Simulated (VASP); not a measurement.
Wanted: the native input for a VASP 6.6.1 run.

* Task: single point
* Functional: PBE
* Potentials or basis: VASP PAW PBE potentials, release 64 (Mg, B)
* Cutoff: 520 eV
* k mesh: 4 × 4 × 6
* Occupations: gaussian, width 0.1 eV
* Spin: no spin polarisation
* Dipole correction: no
* Further INCAR settings: ALGO = Normal; EDIFF = 1e-06; NBANDS = 24

The structure of Mg2B3 lies in POSCAR:

```
Mg2B3
1.0
    6.7547604646      0.0000000000      0.0000000000
    0.0000000000      6.7547604646      0.0000000000
    0.0000000000      0.0000000000      3.1342397257
Mg B
4 6
Direct
    0.7565332013      0.2434667987      0.0000000000
    0.2434667987      0.7565332013      0.0000000000
    0.2434667987      0.2434667987      0.5000000000
    0.7565332013      0.7565332013      0.5000000000
    0.5000000000      0.0000000000      0.7500000000
    0.5000000000      0.0000000000      0.2500000000
    0.0000000000      0.5000000000      0.7500000000
    0.0000000000      0.5000000000      0.2500000000
    0.0000000000      0.0000000000      0.7500000000
    0.0000000000      0.0000000000      0.2500000000
```

The input as run:

INCAR

```
PREC = Accurate
ENCUT = 520
EDIFF = 1E-6
ISMEAR = 0
SIGMA = 0.1
LREAL = False
LASPH = True
NELM = 100
ALGO = Normal
ISIF = 2
LWAVE = False
LCHARG = False
GGA = PE
NBANDS = 24
```

KPOINTS

```
Automatic mesh
0
Gamma
  4 4 6
```

Potentials or basis: VASP PAW PBE potentials, release 64 (Mg, B).

Run with:

```sh
$ cat potpaw_PBE.64/Mg/POTCAR potpaw_PBE.64/B/POTCAR > POTCAR
$ mpirun -np 1 vasp_std > vasp.out
```

Results of the run:

The pressure is -0.1 GPa. The band gap on the k mesh is zero (band 13 reaches 4.07 eV, above the bottom of band 14 at 2.48 eV).

It took 68 s on 1 thread of Intel Xeon 6975P-C, with other jobs on the host, peak memory 0.26 GiB.
